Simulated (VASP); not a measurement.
# Te2As (C2/m) in VASP: further runs

Runs on Te2As. Level: PBE. Tasks: single point, relaxation of cell and atoms.

Program: VASP 6.6.1. These are calculated values, not measurements. Logs are shortened: lines on timing, memory, paths and dates and some standing lists are left out, and cuts for length are marked.

## 1. The cell of the first run

Symmetry: C2/m, No. 12, monoclinic system. The conventional cell has a = 7.486 Å, b = 4.274 Å, c = 5.354 Å, α = 90.00°, β = 92.38°, γ = 90.00°. Te (site symmetry m) has 3 As at 2.92 to 2.97 Å and 3 Te at 3.20 to 3.32 Å within 3.9 Å. Within 3.9 Å of As (site symmetry 2/m) lie 6 Te at 2.92 to 2.97 Å.

## 2. Single point, PBE

File INCAR:

```
ALGO = Normal
EDIFF = 1E-6
ENCUT = 520
GGA = PE
ISIF = 2
ISMEAR = 0
LASPH = T
LCHARG = F
LREAL = F
LWAVE = F
NBANDS = 16
NELM = 100
PREC = Accurate
SIGMA = 0.2
```

File KPOINTS:

```
k-points
0
Gamma
  5 5 4
```

File POSCAR:

```
Te2As
1.0
    3.7418654615     -2.1370223569      0.0971427429
    3.7418654615      2.1370223569      0.0971427429
   -0.3610333614      0.0000000000      5.3419458852
Te As
2 1
Direct
    0.6646112296      0.6646112296      0.7002721846
    0.3353887704      0.3353887704      0.2997278154
    0.0000000000      0.0000000000      0.0000000000
```

Potentials or basis: VASP PAW PBE potentials, release 64 (Te, As).

On the command line:

```bash
> cat potpaw_PBE.64/Te/POTCAR potpaw_PBE.64/As/POTCAR > POTCAR
> mpirun -np 1 vasp_std > vasp.out
```

OUTCAR:

```text
EDIFF = 1E-6
   ENCUT = 520
   GGA = PE
   ISIF = 2
   ISMEAR = 0
   LASPH = T
   LREAL = F
   NELM = 100
   PREC = Accurate

 ion  position               nearest neighbor table
   1  0.665  0.665  0.700-   3 2.92   3 2.97   3 2.97   2 3.20   2 3.32   2 3.32
   2  0.335  0.335  0.300-   3 2.92   3 2.97   3 2.97   1 3.20   1 3.32   1 3.32
   3  0.000  0.000  0.000-   1 2.92   2 2.92   1 2.97   1 2.97   2 2.97   2 2.97

  LATTYP: Found a base centered monoclinic cell.
 ALAT       =     7.4862524255
 B/A-ratio  =     0.5709191289
 C/A-ratio  =     0.7151952448
 COS(beta)  =    -0.0415148448

  Lattice vectors:

 A1 = (   3.7418654615,  -2.1370223569,   0.0971427429)
 A2 = (   3.7418654615,   2.1370223569,   0.0971427429)
 A3 = (  -0.3610333614,   0.0000000000,   5.3419458852)

Analysis of symmetry for initial positions (statically):
=====================================================================
 Subroutine PRICEL returns:
 Original cell was already a primitive cell.

 Routine SETGRP: Setting up the symmetry group for a
 base centered monoclinic supercell.

 Subroutine GETGRP returns: Found  4 space group operations
 (whereof  4 operations were pure point group operations)
 out of a pool of  4 trial point group operations.

The static configuration has the point symmetry C_2h.

Analysis of symmetry for dynamics (positions and initial velocities):
=====================================================================
 Subroutine PRICEL returns:
 Original cell was already a primitive cell.

 Routine SETGRP: Setting up the symmetry group for a
 base centered monoclinic supercell.

 Subroutine GETGRP returns: Found  4 space group operations
 (whereof  4 operations were pure point group operations)
 out of a pool of  4 trial point group operations.

The dynamic configuration has the point symmetry C_2h.

 Subroutine INISYM returns: Found  4 space group operations
 (whereof  4 operations are pure point group operations),
 and found     1 'primitive' translations

----------------------------------------------------------------------------------------

                                     Primitive cell

  volume of cell :      85.5831

  direct lattice vectors                    reciprocal lattice vectors
     3.741865462 -2.137022357  0.097142743     0.133389150 -0.233970411  0.009015054
     3.741865462  2.137022357  0.097142743     0.133389150  0.233970411  0.009015054
    -0.361033361  0.000000000  5.341945885    -0.004851336  0.000000000  0.186869827

  length of vectors
     4.310203986  4.310203986  5.354132136     0.269473728  0.269473728  0.186932790

  position of ions in fractional coordinates (direct lattice)
     0.664611230  0.664611230  0.700272185
     0.335388770  0.335388770  0.299727815
     0.000000000  0.000000000  0.000000000

  ion indices of the primitive-cell ions
   primitive index   ion index
                 1           1
                 2           2
                 3           3

----------------------------------------------------------------------------------------

 KPOINTS: k-points

Automatic generation of k-mesh.
 Grid dimensions read from file:
 generate k-points for:    5    5    4

 Generating k-lattice:

  Cartesian coordinates                     Fractional coordinates (reciprocal lattice)
     0.026677830 -0.046794082  0.001803011     0.200000000  0.000000000 -0.000000000
     0.026677830  0.046794082  0.001803011     0.000000000  0.200000000 -0.000000000
    -0.001212834  0.000000000  0.046717457     0.000000000  0.000000000  0.250000000

  Length of vectors
     0.053894746  0.053894746  0.046733197

  Shift w.r.t. Gamma in fractional coordinates (k-lattice)
     0.000000000  0.000000000  0.000000000

 Subroutine IBZKPT returns following result:
 ===========================================

 Found     33 irreducible k-points:

 Following reciprocal coordinates:
            Coordinates               Weight
  0.000000  0.000000  0.000000      1.000000
  0.200000 -0.000000  0.000000      4.000000
  0.400000  0.000000  0.000000      4.000000
  0.200000  0.200000  0.000000      2.000000
  0.400000  0.200000 -0.000000      4.000000
 -0.400000  0.200000  0.000000      4.000000
[... 16 lines left out ...]
 -0.200000 -0.400000  0.250000      4.000000
 -0.200000 -0.200000  0.250000      2.000000
 [... further k-points ...]
   k-points           NKPTS =     33   k-points in BZ     NKDIM =     33   number of bands    NBANDS=     16
   number of dos      NEDOS =    301   number of ions     NIONS =      3
   total plane-waves  NPLWV =  40960
   dimension x,y,z NGX =    32 NGY =   32 NGZ =   40
   dimension x,y,z NGXF=    64 NGYF=   64 NGZF=   80
   ions per type =               2   1
   NGX,Y,Z   is equivalent  to a cutoff of  12.34, 12.34, 12.42 a.u.
   NGXF,Y,Z  is equivalent  to a cutoff of  24.69, 24.69, 24.84 a.u.
 SYSTEM =  unknown system
   PREC   = accura    normal or accurate (medium, high low for compatibility)
   ISTART =      0    job   : 0-new  1-cont  2-samecut
   ICHARG =      2    charge: 1-file 2-atom 10-const
   ISPIN  =      1    spin polarized calculation?
   LNONCOLLINEAR =      F non collinear calculations
   LSORBIT =      F    spin-orbit coupling
   LASPH  =      T    aspherical Exc in radial PAW
   ENCUT  =  520.0 eV  38.22 Ry    6.18 a.u.   8.01  8.01  9.96*2*pi/ulx,y,z
   NELM   =    100;   NELMIN=  2; NELMDL= -5     # of ELM steps
   EDIFF  = 0.1E-05   stopping-criterion for ELM
   LREAL  =      F    real-space projection
   EDIFFG = 0.1E-04   stopping-criterion for IOM
   NSW    =      0    number of steps for IOM
   IBRION =     -1    ionic relax: 0-MD 1-quasi-New 2-CG
   NFREE  =      0    steps in history (QN), initial steepest desc. (CG)
   ISIF   =      2    stress and relaxation
   ISYM   =      2    0-nonsym 1-usesym 2-fastsym
   POTIM  = 0.5000    time-step for ionic-motion
   TEBEG  =    0.0;   TEEND  =   0.0 temperature during run
   PSTRESS=    0.0 pullay stress
   NELECT =      17.0000    total number of electrons
   NUPDOWN=      -1.0000    fix difference up-down
   EMIN   =  10.00;   EMAX   =-10.00  energy-range for DOS
   EFERMI =   0.00;   METHOD = LEGACY
   ISMEAR =     0;   SIGMA  =   0.20  broadening in eV -4-tet -1-fermi 0-gaus
   EFERMI_NEDOS =   21; number of points for ismear=-14 and -15
   IALGO  =     38    algorithm
   IMIX   =      4    mixing-type and parameters
     AMIX     =   0.40;   BMIX     =  1.00
     AMIX_MAG =   1.60;   BMIX_MAG =  1.00
  volume/ion in A,a.u.               =      28.53       192.51
  Fermi-wavevector in a.u.,A,eV,Ry     =   0.955202  1.805070 12.414098  0.912410
  Thomas-Fermi vector in A             =   2.084018
   LORBIT       =      0    0 simple, 1 ext, 2 COOP (PROOUT), +10 PAW based schemes
   GGA     = PE    functional components
   LHFCALC =     F    Hartree Fock is set to
   AEXX    =    0.0000 exact exchange contribution
   IVDW    =     0    specifies the selected vdW correction
   LEPSILON=     F    determine dielectric tensor
   LRPA    =     F    only Hartree local field effects (RPA)
 non-spin polarized calculation
 Gauss-broadening in eV      SIGMA  =   0.20
  energy-cutoff  :      520.00
  volume of cell :       85.58
 maximum number of plane-waves:      2321
   NGX = 17   NGY = 17   NGZ = 19

 number of electron      17.0000000 magnetization

 Free energy of the ion-electron system (eV)
  ---------------------------------------------------
  ext. energy  EPLUGINS =         0.00000000
  ---------------------------------------------------
  free energy    TOTEN  =       -10.80868575 eV

  energy without entropy =      -10.77135360  energy(sigma->0) =      -10.79001968

 E-fermi :   6.1824     XC(G=0):  -9.5625

 val. band max:        6.1432914566   @ k =   0.4000   0.4000   0.0000
 cond. band min:       6.1868783054   @ k =  -0.4000  -0.4000   0.2500
 fundamental gap:      0.0435868488
 Fermi energy:         6.1823920498

 k-point     1 :       0.0000    0.0000    0.0000
  band No.  band energies     occupation
      1      -7.6114      2.00000
      2      -4.0341      2.00000
      3      -3.0673      2.00000
      4       3.7933      2.00000
      5       3.8030      2.00000
      6       4.0167      2.00000
[... 8 lines left out ...]
     15      12.9261      0.00000
     16      12.9447      0.00000

 k-point     2 :       0.2000   -0.0000    0.0000
  band No.  band energies     occupation
      1      -7.2533      2.00000
      2      -4.0719      2.00000
      3      -3.1924      2.00000
      4       1.8678      2.00000
      5       2.6743      2.00000
      6       3.0616      2.00000
[... 8 lines left out ...]
     15      12.7397      0.00000
     16      14.1433      0.00000

 k-point     3 :       0.4000    0.0000    0.0000
  band No.  band energies     occupation
      1      -6.2367      2.00000
      2      -4.8548      2.00000
      3      -3.3448      2.00000
      4       1.6849      2.00000
      5       1.9423      2.00000
      6       2.2816      2.00000
[... 8 lines left out ...]
     15      14.2251      0.00000
     16      15.8732      0.00000

 k-point     4 :       0.2000    0.2000    0.0000
  band No.  band energies     occupation
      1      -7.2480      2.00000
      2      -4.0634      2.00000
      3      -3.2232      2.00000
      4       1.6382      2.00000
      5       2.8799      2.00000
      6       2.8950      2.00000
[... 8 lines left out ...]
     15      12.7961      0.00000
     16      13.9858      0.00000
[... 324 lines left out ...]
 k-point    22 :      -0.4000   -0.4000    0.2500
  band No.  band energies     occupation
      1      -6.0172      2.00000
      2      -5.0258      2.00000
      3      -3.4657      2.00000
      4       0.4506      2.00000
      5       2.2853      2.00000
      6       2.4330      2.00000
[... 8 lines left out ...]
     15      15.1884      0.00000
     16      15.1945      0.00000

 k-point    23 :      -0.2000   -0.4000    0.2500
  band No.  band energies     occupation
      1      -6.3860      2.00000
      2      -4.6737      2.00000
      3      -3.4967      2.00000
      4       0.9631      2.00000
      5       2.5859      2.00000
      6       2.8271      2.00000
[... 8 lines left out ...]
     15      14.4987      0.00000
     16      14.8473      0.00000

 k-point    24 :      -0.2000   -0.2000    0.2500
  band No.  band energies     occupation
      1      -7.0293      2.00000
      2      -4.9651      2.00000
      3      -2.4659      2.00000
      4       1.6508      2.00000
      5       2.8878      2.00000
      6       3.0270      2.00000
[... 8 lines left out ...]
     15      13.5826      0.00000
     16      13.9156      0.00000

 [... further k-points ...]
[... 5 lines left out ...]
  --------------------------------------------------------------------------------------
  -------------------------------------------------------------------------------------
  Total        0.1329452     -0.1305727     -0.0290639      0.0000000      0.0000000     -0.0106839
  in kB        2.4888300     -2.4444158     -0.5440966      0.0000000      0.0000000     -0.2000112
  external PRESSURE =      -0.1665608 kB  Pullay stress =       0.0000000 kB

 VOLUME and BASIS-vectors are now :
 -----------------------------------------------------------------------------
  energy-cutoff  :      520.00
  volume of cell :       85.58
      direct lattice vectors                 reciprocal lattice vectors
     3.741865462 -2.137022357  0.097142743     0.133389150 -0.233970411  0.009015054
     3.741865462  2.137022357  0.097142743     0.133389150  0.233970411  0.009015054
    -0.361033361  0.000000000  5.341945885    -0.004851336  0.000000000  0.186869827

 POSITION                                       TOTAL-FORCE (eV/Angst)
 -----------------------------------------------------------------------------------
      4.72095      0.00000      3.86994        -0.076287      0.000000     -0.016341
      2.40175      0.00000      1.66629         0.076287      0.000000      0.016341
      0.00000      0.00000      0.00000        -0.000000      0.000000     -0.000000
 -----------------------------------------------------------------------------------
    total drift:                                0.000000      0.000000     -0.000000

  FREE ENERGIE OF THE ION-ELECTRON SYSTEM (eV)
  ---------------------------------------------------
  free  energy   TOTEN  =       -10.8086857526 eV

  energy  without entropy=      -10.7713536030  energy(sigma->0) =      -10.79001968
```

It took 48 s on 1 thread of Intel Xeon Platinum 8259CL at 2.50GHz (Skylake/Cascade Lake), shared host; peak memory 0.21 GiB.

Results:

```
Free energy   : -10.8087 eV
Pressure      : 0.0 GPa
Largest force : 0.078 eV/Å
```

Forces in eV/Å, atoms in the order of the input:
```
Te  -0.076  0.000 -0.016
Te   0.076  0.000  0.016
As   0.000  0.000  0.000
```

Caveat: spin-orbit coupling is left out, which moves the levels of the heavy elements.

## 3. Relaxation of cell and atoms, PBE

This run uses another cell than the first one, of 30.08 Å³/atom, 1.054 times its volume.

File INCAR:

```
PREC = Accurate ; ENCUT = 600
EDIFF = 1E-6 ; ISMEAR = 0
SIGMA = 0.2 ; LREAL = False
LASPH = True ; NELM = 80
ALGO = Normal ; ISIF = 3
LWAVE = False ; LCHARG = False
GGA = PE ; IBRION = 2
NSW = 36 ; EDIFFG = -0.08
```

File KPOINTS:

```
regular mesh
0
Gamma
  5 5 4
```

File POSCAR:

```
Te2As
1.0
    3.9882994000     -2.2606439500      0.0000000000
    3.9882994000      2.2606439500      0.0000000000
   -0.5147379600      0.0000000000      5.0047079300
Te As
2 1
Direct
    0.6850128100      0.6850128100      0.9418905300
    0.3149871900      0.3149871900      0.0581094700
    0.0000000000      0.0000000000      0.0000000000
```

Potentials or basis: VASP PAW PBE potentials, release 64 (Te, As).

On the command line:

```bash
> cat potpaw_PBE.64/Te/POTCAR potpaw_PBE.64/As/POTCAR > POTCAR
> mpirun -np 1 vasp_std > vasp.out
```

Run time: 16 min. Hardware: 1 thread of Intel Xeon Platinum 8259CL at 2.50GHz (Skylake/Cascade Lake), shared host; peak memory 0.28 GiB.

It converged, with:

- Free energy: -10.8010 eV
- Relaxed volume: 28.48 Å³/atom
- Relaxed cell: a = 4.187 Å, b = 4.187 Å, c = 5.554 Å, α = 90.54°, β = 90.54°, γ = 61.34°
- Space group after relaxing (to 0.05 Å): C2/m (No. 12)
- Energy gained by relaxing: 1694.0 meV/atom
- Ionic steps: 30
- Pressure after relaxing: -0.1 GPa
- Largest force after relaxing: 0.057 eV/Å

Forces on the atoms (eV/Å):
```
Te   0.026  0.000  0.051
Te  -0.026  0.000 -0.051
As   0.000  0.000  0.000
```

Stress tensor (GPa, compression positive):
```
 0.14  0.00 -0.39
 0.00 -0.15  0.00
-0.39  0.00 -0.15
```

The path:
| step | energy change (eV) | largest force (eV/Å) | pressure (GPa) | volume (Å³) |
| --- | --- | --- | --- | --- |
| 1 | 0.0000 | 5.7615 | 33.74 | 90.25 |
| 2 | -0.2096 | 0.6528 | -5.52 | 193.20 |
| 3 | -3.5373 | 0.4163 | -2.88 | 125.63 |
| 4 | -3.6074 | 0.5395 | -1.78 | 122.09 |
| 5 | -3.6354 | 0.7356 | -0.07 | 117.78 |
| 6 | -3.6359 | 0.7053 | -0.34 | 118.37 |
| 7 | -3.6842 | 0.6448 | -0.12 | 117.63 |
| 8 | -3.7816 | 0.4698 | 0.57 | 115.37 |
| 9 | -3.9062 | 0.6425 | 1.75 | 110.62 |
| 10 | -4.2486 | 1.2478 | 3.02 | 100.23 |
| 11 | -3.8939 | 1.8242 | 4.54 | 76.12 |
| 12 | -4.6665 | 0.3439 | 0.09 | 92.67 |
| 13 | -4.6904 | 0.2978 | -0.76 | 89.43 |
| 14 | -4.7587 | 0.7800 | 3.69 | 79.76 |
| 15 | -4.7767 | 0.6862 | 1.93 | 82.53 |
| 16 | -4.8497 | 0.6029 | 1.47 | 82.33 |
| 17 | -4.8662 | 0.6204 | 1.42 | 82.12 |
| 18 | -4.8680 | 0.6385 | 1.41 | 82.02 |
| 19 | -4.9324 | 0.4866 | -0.21 | 84.58 |
| 20 | -4.9681 | 0.2995 | -2.43 | 88.87 |
| 21 | -5.0058 | 0.1859 | -2.05 | 88.45 |
| 22 | -5.0490 | 0.0875 | -1.16 | 87.51 |
| 23 | -5.0535 | 0.2031 | -0.77 | 87.09 |
| 24 | -5.0697 | 0.1586 | -0.25 | 86.11 |
| 25 | -5.0740 | 0.1518 | 0.20 | 85.34 |
| 26 | -5.0741 | 0.1540 | 0.28 | 85.22 |
| 27 | -5.0762 | 0.1169 | 0.05 | 85.51 |
| 28 | -5.0778 | 0.0503 | -0.43 | 86.15 |
| 29 | -5.0793 | 0.0361 | -0.34 | 85.97 |
| 30 | -5.0820 | 0.0574 | -0.05 | 85.44 |

Final structure:
```
CELL_PARAMETERS angstrom
3.59560 -2.13586 0.20180
3.59560 2.13586 0.20180
-0.37220 0.00000 5.54165
ATOMIC_POSITIONS crystal
Te 0.66010 0.66010 0.69814
Te 0.33990 0.33990 0.30186
As 0.00000 0.00000 0.00000
```

Levels at points of the mesh, in eV from the Fermi level:
```tsv
k point	band 6	band 7	band 8	band 9	band 10	band 11	band 12
(0.00, 0.00, 0.00)	-1.88	-1.74	-1.60	-0.88	1.91	1.92	2.35
(0.00, 0.00, 0.50)	-2.22	-0.68	-0.47	0.25	0.25	0.43	0.49
```

Caveat: spin-orbit coupling is left out, which moves the levels of the heavy elements; this functional lacks dispersion, which binds the layers, so the pressure and a relaxed spacing across them are unreliable; the relaxation stopped at a loose force limit of 0.08 eV/Å, so its end isn't a converged minimum.
